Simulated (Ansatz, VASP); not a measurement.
C: VASP beside Ansatz

```
C
1.0
     0.00000    1.79518    1.79518
     1.79518    0.00000    1.79518
     1.79518    1.79518    0.00000
C
2
Direct
  0.75000 0.75000 0.75000
  0.50000 0.50000 0.50000
```

Alike in both runs: task single point; functional r2SCAN; dispersion D3(BJ); k mesh 13 × 13 × 13; occupations fermi-dirac, width 0.05 eV; no spin polarisation.

|  | VASP | Ansatz |
| --- | --- | --- |
| version | VASP 6.6.1 | Ansatz 0.2.0 |
| potentials or method | VASP PAW PBE potentials, release 64 (C) | Ansatz PAW |
| plane-wave cutoff (eV) | 520 | 500 |
| valence electrons in the cell | 8 | 8 |

VASP gave:

```
gap on the k mesh at the Fermi level (eV) : 4.29
least direct gap on the mesh (eV)         : 5.78
pressure (GPa)                            : -12.3
```

**Question.** Which values does Ansatz return?

**Answer.** gap on the k mesh at the Fermi level (eV): 4.32; least direct gap on the mesh (eV): 5.82; pressure (GPa): -13.3.

VASP's potentials were made for PBE, not for r2SCAN.

Noted on Ansatz's run: odd divisions of the mesh miss points on the zone boundary, where band edges often lie, so the gap on the mesh can be too wide.
